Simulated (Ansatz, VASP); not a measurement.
# One calculation of Mg2S3, two programs

```
Mg S
1.0
     4.17720    0.00000    0.00000
    -2.08860    3.61756    0.00000
     0.00000    0.00000    6.49904
Mg S
2 3
Direct
  0.33333 0.66667 0.24500
  0.66667 0.33333 0.75500
  0.00000 0.00000 0.00000
  0.33333 0.66667 0.64500
  0.66667 0.33333 0.35500
```

Alike in both runs: task relaxation of cell and atoms; functional PBE; k mesh 6 × 6 × 4; occupations gaussian, width 0.1 eV; no spin polarisation.

|  | VASP | Ansatz |
| --- | --- | --- |
| version | VASP 6.6.1 | Ansatz 0.2.0 |
| potentials or method | VASP PAW PBE potentials, release 64 (Mg_sv, S), cutoff 750 eV | scalar-relativistic, plane waves, PAW |
| valence electrons in the cell | 38 | 38 |

```csv
,VASP,Ansatz,Ansatz less VASP
"gap on the k mesh at the Fermi level, each at its own relaxed structure (eV)",none,none,-
relaxed volume (Å³/atom),19.60,19.67,+0.068
relaxed length of the cell vector where the two differ most in proportion (Å),3.859,3.865,+0.0059
```

A gap of «none» marks a metal or a gap that the smearing closes.
